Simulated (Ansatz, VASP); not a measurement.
Zn in VASP and in Ansatz

File INCAR:

```
SYSTEM = Zn
PREC = Accurate
ENCUT = 520
EDIFF = 1E-8
ISMEAR = -1
SIGMA = 0.03
LREAL = .False.
LASPH = .True.
NELM = 100
ALGO = Normal
ISIF = 2
LWAVE = .False.
LCHARG = .False.
GGA = PS
LEFG = .True.
NBANDS = 19
```

KPOINTS

```
regular mesh
0
Gamma
  18 18 8
  0 0 0
```

The input POSCAR:

```
Zn
1.0
    2.6469129636      0.0000000000      0.0000000000
   -1.3234564818      2.2922938681      0.0000000000
    0.0000000000      0.0000000000      4.9134996708
Zn
2
Direct
    0.3333333333      0.6666666667      0.2500000000
    0.6666666667      0.3333333333      0.7500000000
```

Input for Ansatz:

```yaml
crystal:
  lattice:
    - [2.6469129636, 0.0, 0.0]
    - [-1.3234564818, 2.2922938681, 0.0]
    - [0.0, 0.0, 4.9134996708]
  atoms:
    - { symbol: Zn, position: [0.3333333333, 0.6666666667, 0.25] }
    - { symbol: Zn, position: [0.6666666667, 0.3333333333, 0.75] }
kpoints:
  mp_grid: { grid: [18, 18, 8] }
scf:
  occupations: { method: fermi_dirac, width: 0.03 }
hamiltonian:
  xc: pbesol
  pseudopotentials: { kind: paw }
output:
  forces: true
  stress: true
  eigenvalues: true
  efg: { contact_densities: true }
```

Change from the starting cell: volume scaled by 0.98, PAW files.

Alike in both runs: task electric field gradients; functional PBEsol; k mesh 18 × 18 × 8; occupations fermi-dirac, width 0.03 eV; no spin polarisation.

```csv
,VASP,Ansatz
version,VASP 6.6.1,Ansatz 0.2.0
potentials or method,"VASP PAW PBE potentials, release 64 (Zn)","PAW with Ansatz's default frozen-core files, scalar-relativistic"
plane-wave cutoff (eV),520,420
valence electrons in the cell,24,24
```

```csv
,VASP,Ansatz,Ansatz less VASP
pressure (GPa),-3.7,-4.1,-0.38
"traceless stress, the component that is largest in VASP (GPa)",1.01,1.14,+0.129
size of Vzz on the site where it differs most (V/Å²),36.3,35.8,-0.52
```

VASP's potentials were made for PBE, not for PBEsol.
